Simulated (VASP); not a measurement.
# CaO (Cmcm) in VASP: a series of runs

Runs on CaO. Level: PBE. Tasks: single point.

All numbers are computed with VASP 6.6.1; they aren't measurements. Logs are shortened: lines on timing, memory, paths and dates and some standing lists are left out, and cuts for length are marked.

### 1 The cell of the first run

Symmetry: Cmcm, No. 63, orthorhombic system. The conventional cell has a = 3.644 Å, b = 7.838 Å, c = 4.615 Å, α = 90.00°, β = 90.00°, γ = 90.00°. Ca (site symmetry m2m) has 5 O at 2.24 to 2.61 Å within 3.0 Å. O (site symmetry m2m) has 5 Ca at 2.24 to 2.61 Å within 3.0 Å.

### 2 Single point, PBE

Contents of INCAR:

```
SYSTEM = CaO
ALGO = Normal
EDIFF = 1E-6
ENCUT = 520
GGA = PE
ISIF = 2
ISMEAR = 0
LASPH = .True.
LCHARG = .False.
LREAL = .False.
LWAVE = .False.
NBANDS = 24
NELM = 80
PREC = Accurate
SIGMA = 0.05
```

Contents of KPOINTS:

```
k-points
0
Gamma
  9 9 6
  0 0 0
```

Contents of POSCAR:

```
CaO
1.0
    3.6442533460      0.0000000000      0.0000000000
   -1.8221266730      3.9190088487      0.0000000000
    0.0000000000      0.0000000000      4.6154481346
Ca O
2 2
Direct
    0.3333333333      0.6666666667      0.7500000000
    0.6666666667      0.3333333333      0.2500000000
    0.3333333333      0.6666666667      0.2500000000
    0.6666666667      0.3333333333      0.7500000000
```

Potentials or basis: VASP PAW PBE potentials, release 64 (Ca_sv, O).

Command:

```console
$ cat potpaw_PBE.64/Ca_sv/POTCAR potpaw_PBE.64/O/POTCAR > POTCAR
$ mpirun -np 1 vasp_std > vasp.out
```

OUTCAR:

```text
SYSTEM = CaO
   EDIFF = 1E-6
   ENCUT = 520
   GGA = PE
   ISIF = 2
   ISMEAR = 0
   LASPH = .True.
   LREAL = .False.
   NELM = 80
   PREC = Accurate

 ion  position               nearest neighbor table
   1  0.333  0.667  0.750-   4 2.24   4 2.24   3 2.31   3 2.31
   2  0.667  0.333  0.250-   3 2.24   3 2.24   4 2.31   4 2.31
   3  0.333  0.667  0.250-   2 2.24   2 2.24   1 2.31   1 2.31
   4  0.667  0.333  0.750-   1 2.24   1 2.24   2 2.31   2 2.31

  LATTYP: Found a base centered orthorhombic cell.
 ALAT       =     3.6442533460
 B/A-ratio  =     2.1507883655
 C/A-ratio  =     1.2665003490

  Lattice vectors:

 A1 = (   1.8221266730,  -3.9190088487,   0.0000000000)
 A2 = (   1.8221266730,   3.9190088487,   0.0000000000)
 A3 = (   0.0000000000,   0.0000000000,   4.6154481346)

Analysis of symmetry for initial positions (statically):
=====================================================================
 Subroutine PRICEL returns:
 Original cell was already a primitive cell.

 Routine SETGRP: Setting up the symmetry group for a
 base centered orthorhombic supercell.

 Subroutine GETGRP returns: Found  8 space group operations
 (whereof  4 operations were pure point group operations)
 out of a pool of  8 trial point group operations.

The static configuration has the point symmetry C_2h.
 The point group associated with its full space group is D_2h.

Analysis of symmetry for dynamics (positions and initial velocities):
=====================================================================
 Subroutine PRICEL returns:
 Original cell was already a primitive cell.

 Routine SETGRP: Setting up the symmetry group for a
 base centered orthorhombic supercell.

 Subroutine GETGRP returns: Found  8 space group operations
 (whereof  4 operations were pure point group operations)
 out of a pool of  8 trial point group operations.

The dynamic configuration has the point symmetry C_2h.
 The point group associated with its full space group is D_2h.

 Subroutine INISYM returns: Found  8 space group operations
 (whereof  4 operations are pure point group operations),
 and found     1 'primitive' translations

----------------------------------------------------------------------------------------

                                     Primitive cell

  volume of cell :      65.9172

  direct lattice vectors                    reciprocal lattice vectors
     3.644253346  0.000000000  0.000000000     0.274404632  0.127583279  0.000000000
    -1.822126673  3.919008849  0.000000000     0.000000000  0.255166558  0.000000000
     0.000000000  0.000000000  4.615448135     0.000000000  0.000000000  0.216663685

  length of vectors
     3.644253346  4.321894951  4.615448135     0.302614268  0.255166558  0.216663685

  position of ions in fractional coordinates (direct lattice)
     0.333333333  0.666666667  0.750000000
     0.666666667  0.333333333  0.250000000
     0.333333333  0.666666667  0.250000000
     0.666666667  0.333333333  0.750000000

  ion indices of the primitive-cell ions
   primitive index   ion index
                 1           1
                 2           2
                 3           3
                 4           4

----------------------------------------------------------------------------------------

 KPOINTS: k-points

Automatic generation of k-mesh.
 Grid dimensions read from file:
 generate k-points for:    9    9    6

 Generating k-lattice:

  Cartesian coordinates                     Fractional coordinates (reciprocal lattice)
     0.030489404  0.014175920  0.000000000     0.111111111 -0.000000000  0.000000000
     0.000000000  0.028351840  0.000000000     0.000000000  0.111111111  0.000000000
     0.000000000  0.000000000  0.036110614     0.000000000  0.000000000  0.166666667

  Length of vectors
     0.033623808  0.028351840  0.036110614

  Shift w.r.t. Gamma in fractional coordinates (k-lattice)
     0.000000000  0.000000000  0.000000000

 Subroutine IBZKPT returns following result:
 ===========================================

 Found    100 irreducible k-points:

 Following reciprocal coordinates:
            Coordinates               Weight
  0.000000  0.000000  0.000000      1.000000
  0.111111 -0.000000  0.000000      4.000000
  0.222222  0.000000  0.000000      4.000000
  0.333333  0.000000  0.000000      4.000000
  0.444444  0.000000  0.000000      4.000000
  0.000000  0.111111  0.000000      2.000000
[... 16 lines left out ...]
  0.333333  0.333333  0.000000      2.000000
  0.000000  0.444444  0.000000      2.000000
 [... further k-points ...]
   k-points           NKPTS =    100   k-points in BZ     NKDIM =    100   number of bands    NBANDS=     24
   number of dos      NEDOS =    301   number of ions     NIONS =      4
   total plane-waves  NPLWV =  32256
   dimension x,y,z NGX =    28 NGY =   32 NGZ =   36
   dimension x,y,z NGXF=    56 NGYF=   64 NGZF=   72
   ions per type =               2   2
   NGX,Y,Z   is equivalent  to a cutoff of  12.77, 12.31, 12.97 a.u.
   NGXF,Y,Z  is equivalent  to a cutoff of  25.55, 24.62, 25.93 a.u.
 SYSTEM =  CaO
   PREC   = accura    normal or accurate (medium, high low for compatibility)
   ISTART =      0    job   : 0-new  1-cont  2-samecut
   ICHARG =      2    charge: 1-file 2-atom 10-const
   ISPIN  =      1    spin polarized calculation?
   LNONCOLLINEAR =      F non collinear calculations
   LSORBIT =      F    spin-orbit coupling
   LASPH  =      T    aspherical Exc in radial PAW
   ENCUT  =  520.0 eV  38.22 Ry    6.18 a.u.   6.78  8.04  8.58*2*pi/ulx,y,z
   NELM   =     80;   NELMIN=  2; NELMDL= -5     # of ELM steps
   EDIFF  = 0.1E-05   stopping-criterion for ELM
   LREAL  =      F    real-space projection
   EDIFFG = 0.1E-04   stopping-criterion for IOM
   NSW    =      0    number of steps for IOM
   IBRION =     -1    ionic relax: 0-MD 1-quasi-New 2-CG
   NFREE  =      0    steps in history (QN), initial steepest desc. (CG)
   ISIF   =      2    stress and relaxation
   ISYM   =      2    0-nonsym 1-usesym 2-fastsym
   POTIM  = 0.5000    time-step for ionic-motion
   TEBEG  =    0.0;   TEEND  =   0.0 temperature during run
   PSTRESS=    0.0 pullay stress
   NELECT =      32.0000    total number of electrons
   NUPDOWN=      -1.0000    fix difference up-down
   EMIN   =  10.00;   EMAX   =-10.00  energy-range for DOS
   EFERMI =   0.00;   METHOD = LEGACY
   ISMEAR =     0;   SIGMA  =   0.05  broadening in eV -4-tet -1-fermi 0-gaus
   EFERMI_NEDOS =   21; number of points for ismear=-14 and -15
   IALGO  =     38    algorithm
   IMIX   =      4    mixing-type and parameters
     AMIX     =   0.40;   BMIX     =  1.00
     AMIX_MAG =   1.60;   BMIX_MAG =  1.00
  volume/ion in A,a.u.               =      16.48       111.21
  Fermi-wavevector in a.u.,A,eV,Ry     =   1.286645  2.431406 22.523823  1.655454
  Thomas-Fermi vector in A             =   2.418707
   LORBIT       =      0    0 simple, 1 ext, 2 COOP (PROOUT), +10 PAW based schemes
   GGA     = PE    functional components
   LHFCALC =     F    Hartree Fock is set to
   AEXX    =    0.0000 exact exchange contribution
   IVDW    =     0    specifies the selected vdW correction
   LEPSILON=     F    determine dielectric tensor
   LRPA    =     F    only Hartree local field effects (RPA)
 non-spin polarized calculation
 Gauss-broadening in eV      SIGMA  =   0.05
  energy-cutoff  :      520.00
  volume of cell :       65.92
 maximum number of plane-waves:      1796
   NGX = 13   NGY = 17   NGZ = 17

 number of electron      32.0000006 magnetization

 Free energy of the ion-electron system (eV)
  ---------------------------------------------------
  ext. energy  EPLUGINS =         0.00000000
  ---------------------------------------------------
  free energy    TOTEN  =       -24.96296943 eV

  energy without entropy =      -24.96296943  energy(sigma->0) =      -24.96296943

 E-fermi :   1.7467     XC(G=0):  -9.3785

 val. band max:        1.4053280642   @ k =   0.0000   0.0000   0.0000
 cond. band min:       4.4133425378   @ k =   0.0000   0.0000   0.0000
 fundamental gap:      3.0080144736
 Fermi energy:         1.7466900801

 k-point     1 :       0.0000    0.0000    0.0000
  band No.  band energies     occupation
      1     -36.2805      2.00000
      2     -36.1288      2.00000
      3     -17.6135      2.00000
      4     -17.4908      2.00000
      5     -17.4059      2.00000
      6     -17.2771      2.00000
[... 16 lines left out ...]
     23       9.6418      0.00000
     24      10.1262      0.00000

 k-point     2 :       0.1111   -0.0000    0.0000
  band No.  band energies     occupation
      1     -36.2737      2.00000
      2     -36.1309      2.00000
      3     -17.5938      2.00000
      4     -17.5199      2.00000
      5     -17.4593      2.00000
      6     -17.2821      2.00000
[... 16 lines left out ...]
     23       9.6059      0.00000
     24       9.9537      0.00000

 k-point     3 :       0.2222    0.0000    0.0000
  band No.  band energies     occupation
      1     -36.2551      2.00000
      2     -36.1378      2.00000
      3     -17.6270      2.00000
      4     -17.5686      2.00000
      5     -17.5380      2.00000
      6     -17.3321      2.00000
[... 16 lines left out ...]
     23       9.7394      0.00000
     24       9.8680      0.00000
[... 514 lines left out ...]
 k-point    23 :       0.3333    0.3333    0.0000
  band No.  band energies     occupation
      1     -36.2079      2.00000
      2     -36.1683      2.00000
      3     -17.7812      2.00000
      4     -17.7482      2.00000
      5     -17.4906      2.00000
      6     -17.3738      2.00000
[... 16 lines left out ...]
     23       9.8160      0.00000
     24      10.0833      0.00000

 k-point    24 :       0.0000    0.4444    0.0000
  band No.  band energies     occupation
      1     -36.2526      2.00000
      2     -36.1480      2.00000
      3     -17.6578      2.00000
      4     -17.6037      2.00000
      5     -17.5134      2.00000
      6     -17.4408      2.00000
[... 16 lines left out ...]
     23       9.3594      0.00000
     24       9.6281      0.00000

 [... further k-points ...]

------------------------ aborting loop because EDIFF is reached ----------------------------------------

  FORCE on cell =-STRESS in cart. coord.  units (eV):
  Direction    XX          YY          ZZ          XY          YZ          ZX
  --------------------------------------------------------------------------------------
  -------------------------------------------------------------------------------------
  Total        3.5943630     -1.9810792      3.2638574      0.0000000      0.0000000      0.0000000
  in kB       87.3642658    -48.1519346     79.3310277      0.0000000      0.0000000      0.0000000
  external PRESSURE =      39.5144529 kB  Pullay stress =       0.0000000 kB

 VOLUME and BASIS-vectors are now :
 -----------------------------------------------------------------------------
  energy-cutoff  :      520.00
  volume of cell :       65.92
      direct lattice vectors                 reciprocal lattice vectors
     3.644253346  0.000000000  0.000000000     0.274404632  0.127583279  0.000000000
    -1.822126673  3.919008849  0.000000000     0.000000000  0.255166558  0.000000000
     0.000000000  0.000000000  4.615448135     0.000000000  0.000000000  0.216663685

 POSITION                                       TOTAL-FORCE (eV/Angst)
 -----------------------------------------------------------------------------------
     -0.00000      2.61267      3.46159         0.000000      0.879510      0.000000
      1.82213      1.30634      1.15386        -0.000000     -0.879510     -0.000000
     -0.00000      2.61267      1.15386         0.000000      0.552053     -0.000000
      1.82213      1.30634      3.46159        -0.000000     -0.552053      0.000000
 -----------------------------------------------------------------------------------
    total drift:                                0.000000     -0.000000     -0.000000

  FREE ENERGIE OF THE ION-ELECTRON SYSTEM (eV)
  ---------------------------------------------------
  free  energy   TOTEN  =       -24.9629694349 eV

  energy  without entropy=      -24.9629694349  energy(sigma->0) =      -24.96296943
```

It took 3.9 min on 1 thread of Oxide Virtual Turin-like, shared host; peak memory 0.24 GiB.

What came out:

```yaml
Free_energy: -24.9630 eV
Pressure: 4.0 GPa
Largest_force: 0.880 eV/Å
Band_gap_on_the_k_mesh: 3.01 eV, direct
```

Forces in eV/Å, atoms in the order of the input:
```
Ca   0.000  0.880  0.000
Ca   0.000 -0.880  0.000
O    0.000  0.552  0.000
O    0.000 -0.552  0.000
```

Levels at points of the mesh, in eV from the valence-band top:
```tsv
k point	band 13	band 14	band 15	band 16	band 17	band 18	band 19	band 20
(0.00, 0.00, 0.00)	-1.00	-0.95	-0.93	0.00	3.01	5.81	6.28	7.03
(0.00, 0.00, 0.50)	-1.46	-1.46	-1.12	-1.12	4.72	4.72	7.49	7.49
```

Caveat: the cell differs from its parent crystal (strain +e along x and -e along y -0.1100, strain +e along z and -e/2 along x and y -0.0400).

### 3 Single point, PBE

This run uses another cell than the first one, of the same volume but with other edges.

Contents of INCAR:

```
SYSTEM = CaO
PREC     = Accurate       ! precision mode
ENCUT    = 520            ! plane-wave cutoff, eV
EDIFF    = 1E-6           ! SCF threshold, eV
ISMEAR   = 0              ! smearing method
SIGMA    = 0.05           ! smearing width, eV
LREAL    = .False.        ! projectors in reciprocal space
LASPH    = .True.         ! aspherical terms in the spheres
NELM     = 100            ! most SCF steps
ALGO     = Normal         ! electronic algorithm
ISIF     = 2              ! what is computed and relaxed
LWAVE    = .False.        ! write WAVECAR
LCHARG   = .False.        ! write CHGCAR
GGA      = PE             ! functional
NBANDS   = 24             ! bands
```

Contents of KPOINTS:

```
regular mesh
0
Gamma
  9 9 6
  0 0 0
```

Contents of POSCAR:

```
CaO
1.0
    4.4185570652      0.0000000000      0.0000000000
   -2.2092785326      3.0635897933      0.0000000000
    0.0000000000      0.0000000000      4.8717016612
Ca O
2 2
Direct
    0.3333333333      0.6666666667      0.7500000000
    0.6666666667      0.3333333333      0.2500000000
    0.3333333333      0.6666666667      0.2500000000
    0.6666666667      0.3333333333      0.7500000000
```

Potentials or basis: VASP PAW PBE potentials, release 64 (Ca_sv, O).

Command:

```console
$ cat potpaw_PBE.64/Ca_sv/POTCAR potpaw_PBE.64/O/POTCAR > POTCAR
$ mpirun -np 1 vasp_std > vasp.out
```

It took 4.2 min on 1 thread of Oxide Virtual Turin-like, shared host; peak memory 0.24 GiB.

Results (log left out):

- Free energy: -24.8337 eV
- Pressure: 4.2 GPa
- Largest force: 2.205 eV/Å
- Band gap on the k mesh: 3.38 eV, direct

Forces in eV/Å, atoms in the order of the input:
```
Ca   0.000 -2.205  0.000
Ca   0.000  2.205  0.000
O    0.000 -1.868  0.000
O    0.000  1.868  0.000
```

Stress tensor (GPa, compression positive):
```
-5.11  0.00  0.00
 0.00 18.16  0.00
 0.00  0.00 -0.44
```

Levels at points of the mesh, in eV from the valence-band top:
```csv
k point,band 12,band 13,band 14,band 15,band 16,band 17,band 18,band 19,band 20,band 21
"(0.00, 0.00, 0.00)",-1.19,-1.08,-0.82,-0.80,0.00,3.38,6.35,6.38,7.58,7.71
"(0.00, 0.00, 0.50)",-1.47,-1.33,-1.33,-0.89,-0.89,5.11,5.11,7.72,7.72,8.18
```

Caveat: the cell differs from its parent crystal (strain +e along x and -e along y +0.1100, strain +e along z and -e/2 along x and y +0.0133); forces of over 1 eV/Å act on the atoms, so gaps and moduli don't describe the material at rest. A k mesh can miss the band edges.

### 4 Single point, PBE

This run uses another cell than the first one, of the same volume but with other edges.

Contents of INCAR:

```
SYSTEM = CaO
PREC = Accurate ; ENCUT = 520
EDIFF = 1E-6 ; ISMEAR = 0
SIGMA = 0.05 ; LREAL = .FALSE.
LASPH = .TRUE. ; NELM = 60
ALGO = Normal ; ISIF = 2
LWAVE = .FALSE. ; LCHARG = .TRUE.
GGA = PE ; LELF = .TRUE.
LVHAR = .TRUE. ; NBANDS = 24
```

Contents of KPOINTS:

```
regular mesh
0
G
  9 9 6
  0 0 0
```

Contents of POSCAR:

```
CaO
1.0
    4.5252816275      0.0000000000      0.0000000000
   -2.2626408137      3.1560159755      0.0000000000
    0.0000000000      0.0000000000      4.6154481346
Ca O
2 2
Direct
    0.3333333333      0.6666666667      0.7500000000
    0.6666666667      0.3333333333      0.2500000000
    0.3333333333      0.6666666667      0.2500000000
    0.6666666667      0.3333333333      0.7500000000
```

Command:

```console
$ cat potpaw_PBE.64/Ca_sv/POTCAR potpaw_PBE.64/O/POTCAR > POTCAR
$ mpirun -np 1 vasp_std > vasp.out
```

Run time: 5.2 min. Hardware: 1 thread of Oxide Virtual Turin-like, shared host; peak memory 0.25 GiB.

The run converged. Its results:

| Property | Result |
| --- | --- |
| Free energy | -24.8814 eV |
| Pressure | 4.9 GPa |
| Largest force | 1.748 eV/Å |
| Band gap on the k mesh | 3.07 eV, direct |

Forces in eV/Å, atoms in the order of the input:
```
Ca   0.000 -1.748  0.000
Ca   0.000  1.748  0.000
O    0.000 -1.343  0.000
O    0.000  1.343  0.000
```

Stress tensor (GPa, compression positive):
```
-6.47  0.00  0.00
 0.00 12.65  0.00
 0.00  0.00  8.64
```

Levels at points of the mesh, in eV from the valence-band top:
| k point | band 13 | band 14 | band 15 | band 16 | band 17 | band 18 | band 19 | band 20 |
| --- | --- | --- | --- | --- | --- | --- | --- | --- |
| (0.00, 0.00, 0.00) | -0.99 | -0.95 | -0.93 | 0.00 | 3.07 | 6.06 | 6.12 | 7.17 |
| (0.00, 0.00, 0.50) | -1.48 | -1.48 | -1.11 | -1.11 | 4.79 | 4.79 | 7.57 | 7.57 |

Caveat: the cell differs from its parent crystal (strain +e along x and -e along y +0.1100, strain +e along z and -e/2 along x and y -0.0400); forces of over 1 eV/Å act on the atoms, so gaps and moduli don't describe the material at rest.

(Part 1 of 2 ends here.)
